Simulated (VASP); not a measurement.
## Sn: single point with PBEsol+D4

Crystal: Sn.

```
CELL_PARAMETERS angstrom
-1.96959 1.96959 1.64575
1.96959 -1.96959 1.64575
1.96959 1.96959 -1.64575
ATOMIC_POSITIONS crystal
Sn 0.00000 0.00000 0.00000
```

```yaml
Program: VASP 6.6.1
Task: single point
Functional: PBEsol
Dispersion: D4
Potentials_or_basis: VASP PAW PBE potentials, release 64 (Sn_d)
Cutoff: 520 eV
k_mesh: 10 × 10 × 10
Occupations: fermi-dirac, width 0.05 eV
Spin: no spin polarisation
Dipole_correction: no
Further_INCAR_settings: ALGO = Normal; EDIFF = 1e-06; NBANDS = 13
```

| Quantity | Value |
| --- | --- |
| Pressure | -0.1 GPa |
| Band gap on the k mesh | zero (bands 7 and 8 overlap by 9.69 eV) |
| Dispersion energy per atom | -0.261 eV |

Levels at points of the mesh, in eV from the Fermi level:
```csv
k point,band 3,band 4,band 5,band 6,band 7,band 8,band 9,band 10,band 11,band 12
"(0.00, 0.00, 0.00)",-21.41,-21.38,-21.26,-11.56,7.42,7.42,9.90,10.92,12.14,12.64
"(0.50, 0.00, 0.00)",-21.31,-21.23,-21.19,-5.88,-4.52,3.29,4.62,7.61,7.67,14.27
"(0.50, 0.50, 0.00)",-21.36,-21.31,-21.21,-7.33,-5.03,5.88,7.98,10.62,10.97,12.38
"(0.50, 0.50, 0.50)",-21.22,-21.22,-21.19,-2.96,-1.60,-1.60,2.26,3.06,5.93,19.17
```

It took 19 s on 1 thread of Intel Xeon 8259CL, on a shared host, peak memory 0.16 GiB.

Caveat: the PAW data sets were made with another functional, which shifts forces and pressure a little; spin-orbit coupling is left out, which moves the levels of the heavy elements.
